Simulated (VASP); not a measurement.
## NaI: electric field gradients with LDA

NaI:

```
Na I
1.0
     0.00000    3.21468    3.21468
     3.21468    0.00000    3.21468
     3.21468    3.21468    0.00000
Na I
1 1
Direct
  0.00000 0.00000 0.00000
  0.50000 0.50000 0.50000
```

```json
{
 "Program": "VASP 6.6.1",
 "Task": "electric field gradients",
 "Functional": "LDA",
 "Potentials or basis": "VASP PAW LDA potentials, release 64 (Na_pv, I)",
 "Cutoff": "520 eV",
 "k mesh": "8 × 8 × 8",
 "Occupations": "fermi-dirac, width 0.02 eV",
 "Spin": "no spin polarisation",
 "Dipole correction": "no",
 "Further INCAR settings": "ALGO = Normal; EDIFF = 1e-08; NBANDS = 14"
}
```

The pressure is -1.4 GPa and the band gap on the k mesh is 3.40 eV. The largest electric field gradient by atom is zero within the noise of the run.

Levels at points of the mesh, in eV from the valence-band top:
| k point | band 3 | band 4 | band 5 | band 6 | band 7 | band 8 | band 9 | band 10 | band 11 | band 12 |
| --- | --- | --- | --- | --- | --- | --- | --- | --- | --- | --- |
| (0.00, 0.00, 0.00) | -22.37 | -11.14 | 0.00 | 0.00 | 0.00 | 3.40 | 7.80 | 7.80 | 7.80 | 9.70 |
| (0.50, 0.00, 0.00) | -22.37 | -10.80 | -2.32 | -0.30 | -0.30 | 4.87 | 7.30 | 7.30 | 8.62 | 10.10 |
| (0.50, 0.50, 0.00) | -22.37 | -10.72 | -2.02 | -0.79 | -0.79 | 4.28 | 5.34 | 9.74 | 11.14 | 11.14 |

Run time: 21 s on 1 thread of Intel(R) Xeon(R) Platinum 8259CL CPU @ 2.50GHz (Skylake/Cascade Lake), on a shared host, peak memory 0.18 GiB.

Caveat: spin-orbit coupling is left out, which moves the levels of the heavy elements.
